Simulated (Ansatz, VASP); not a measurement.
**LiF: VASP beside Ansatz**

```
CELL_PARAMETERS angstrom
0.00000 1.95381 1.95381
1.95381 0.00000 1.95381
1.95381 1.95381 0.00000
ATOMIC_POSITIONS crystal
Li 0.00000 0.00000 0.00000
F 0.50000 0.50000 0.50000
```

Alike in both runs: functional LDA; k mesh 8 × 8 × 8; occupations gaussian, width 0.1 eV; no spin polarisation.

Ansatz relaxed the structure, and its values are those at the end. VASP's run is a single point on that final structure, the one shown.

|  | VASP | Ansatz |
| --- | --- | --- |
| version | VASP 6.6.1 | Ansatz 0.2.0 |
| potentials or method | VASP PAW LDA potentials, release 64 (Li_sv, F), cutoff 750 eV | scalar-relativistic, plane waves, PAW |
| valence electrons in the cell | 10 | 10 |

```tsv
	VASP	Ansatz	Ansatz less VASP
gap on the k mesh at the Fermi level (eV)	9.69	9.71	+0.016
least direct gap on the mesh (eV)	9.69	9.71	+0.016
pressure (GPa)	-0.4	0.0	+0.42
```

Ansatz warns that its potentials were made for another functional, while VASP's fit it. LDA's correlation is that of Perdew and Zunger in VASP and of Perdew and Wang (1992) in Ansatz.
